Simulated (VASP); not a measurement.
Here is a VASP 6.6.1 calculation.

File POSCAR:

```
SnO
1.0
    3.9442915842      0.0000000000      0.0000000000
    0.0000000000      3.9442915842      0.0000000000
    0.0000000000      0.0000000000      4.6214082304
Sn O
2 2
Direct
    0.0000000000      0.5000000000      0.2364663219
    0.5000000000      0.0000000000      0.7635336781
    0.5000000000      0.5000000000      0.0000000000
    0.0000000000      0.0000000000      0.0000000000
```

INCAR.step1

```
PREC     = Accurate       # precision mode
ENCUT    = 520            # plane-wave cutoff, eV
ISMEAR   = 0              # smearing method
SIGMA    = 0.01           # smearing width, eV
LREAL    = False          # projectors in reciprocal space
LASPH    = True           # aspherical terms in the spheres
NELM     = 100            # most SCF steps
NBANDS   = 28             # bands
GGA      = PE             # functional
ALGO     = Normal         # electronic algorithm
EDIFF    = 1E-4           # SCF threshold, eV
LWAVE    = True           # write WAVECAR
LCHARG   = False          # write CHGCAR
```

INCAR.step2

```
PREC     = Accurate       # precision mode
ENCUT    = 520            # plane-wave cutoff, eV
EDIFF    = 1E-6           # SCF threshold, eV
ISMEAR   = 0              # smearing method
SIGMA    = 0.01           # smearing width, eV
LREAL    = False          # projectors in reciprocal space
LASPH    = True           # aspherical terms in the spheres
NELM     = 100            # most SCF steps
ALGO     = Normal         # electronic algorithm
ISIF     = 2              # what is computed and relaxed
LWAVE    = False          # write WAVECAR
LCHARG   = True           # write CHGCAR
METAGGA  = R2SCAN         # meta-GGA
LMIXTAU  = True         
LELF     = True           # ELF
LVHAR    = True         
NBANDS   = 28             # bands
ISTART   = 1
```

The input KPOINTS:

```
regular mesh
0
Gamma
  6 6 6
```

Potentials or basis: VASP PAW PBE potentials, release 64 (Sn_d, O).

The run is started by

```bash
$ cat potpaw_PBE.64/Sn_d/POTCAR potpaw_PBE.64/O/POTCAR > POTCAR
$ cp INCAR.step1 INCAR
$ mpirun -np 1 vasp_std > vasp.out
$ cp INCAR.step2 INCAR
$ mpirun -np 1 vasp_std > vasp.out
```

Task: Predict the band gap on the k mesh.

Result: 0.75 eV (least direct gap 2.21 eV).

Task: Predict the largest force.

Result: 0.107 eV/Å.

Stress tensor (GPa, compression positive):
```
-4.92  0.00  0.00
 0.00 -4.92  0.00
 0.00  0.00  1.57
```

Caveat: the cell differs from its parent crystal (epitaxial xy strain +4.0%); the stress differs along the axes, from -5 to 2 GPa; semilocal functionals underestimate gaps, and a narrow one can read as zero; the PAW data sets were made with another functional, which shifts forces and pressure a little; spin-orbit coupling is left out, which moves the levels of the heavy elements. A k mesh can miss the band edges.
